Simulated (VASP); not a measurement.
The system is GaN.

```xyz
2
Lattice="0.0000 2.2490 2.2490 2.2490 0.0000 2.2490 2.2490 2.2490 0.0000" Properties=species:S:1:pos:R:3 pbc="T T T"
Ga    0.0000    0.0000    0.0000
N     3.3734    3.3734    3.3734
```

Base run:

* Program: VASP 6.6.1
* Functional: PBE
* Potentials or basis: VASP PAW PBE potentials, release 64 (Ga_d, N)
* Cutoff: 520 eV
* k mesh: 6 × 6 × 6
* Occupations: gaussian, width 0.01 eV
* Spin: no spin polarisation

Its results: band gap on the k mesh 1.76 eV; pressure 6.2 GPa.

Question: The run is repeated on the same cell with these changes: k mesh from 6 × 6 × 6 to 3 × 3 × 3. What comes out?

Answer: Band gap on the k mesh 1.70 eV; pressure 6.6 GPa.

Caveats: some runs use coarse meshes; the cell stands under pressure (at least some runs).

